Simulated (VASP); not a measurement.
Sn:

```
Sn
1.0
     0.00000    3.28446    3.28446
     3.28446    0.00000    3.28446
     3.28446    3.28446    0.00000
Sn
2
Direct
  0.00000 0.00000 0.00000
  0.25000 0.25000 0.25000
```

Program: VASP 6.6.1. Alike in all runs: task single point; potentials or basis VASP PAW PBE potentials, release 64 (Sn_d); cell as given; cutoff (eV) 520; smearing fermi-dirac 0.02 eV. Hardware: 1 thread of Intel(R) Xeon(R) 6975P-C (Granite Rapids), on a shared host.

Task: Order these runs on this cell by their wall time, lowest first.
A. level PBE; spin non-collinear, zero start, SOC; k mesh 6 × 6 × 6
B. level PBE; spin off; k mesh 6 × 6 × 6
C. level HSE06; spin off; k mesh 4 × 4 × 4; grid for exact exchange (PRECFOCK) Normal; screening parameter 0.2079 1/Å

Result: B (15 s), A (96 s), C (1800 s).

Caveats: some runs use coarse meshes.
